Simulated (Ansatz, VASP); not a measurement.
## AlGa3N4 in VASP and in Ansatz

```xyz
8
Lattice="4.4717 0.0000 0.0000 0.0000 4.4717 0.0000 0.0000 0.0000 4.4717" Properties=species:S:1:pos:R:3 pbc="T T T"
Al    0.0000    0.0000    0.0000
Ga    2.2358    2.2358    0.0125
Ga    2.2358    0.0000    2.2358
Ga    0.0000    2.2358    2.2358
N     3.3793    3.3793    1.0924
N     3.3793    1.0924    3.3793
N     1.0924    3.3793    3.3793
N     1.0924    1.0924    1.0924
```

Alike in both runs: task single point; functional r2SCAN; k mesh 6 × 6 × 6; occupations gaussian, width 0.05 eV; no spin polarisation.

```csv
,VASP,Ansatz
version,VASP 6.6.1,Ansatz 0.2.0
potentials or method,"VASP PAW PBE potentials, release 64 (Al, Ga_d, N), cutoff 520 eV","scalar-relativistic, plane waves, PAW"
valence electrons in the cell,62,62
```

|  | VASP | Ansatz | Ansatz less VASP |
| --- | --- | --- | --- |
| gap on the k mesh at the Fermi level (eV) | 2.78 | 2.78 | -0.001 |
| least direct gap on the mesh (eV) | 2.78 | 2.78 | -0.001 |
| pressure (GPa) | -0.2 | -0.8 | -0.66 |
| traceless stress, the component that is largest in VASP (GPa) | 0.18 | 0.17 | -0.012 |
| rms of the force components (eV/Å) | 0.057 | 0.062 | +0.0047 |

VASP's potentials were made for PBE, not for r2SCAN. Atom by atom the forces differ by 0.033 eV/Å (rms over components). With one functional, cell and mesh, what is left measures potentials, basis and numerics.
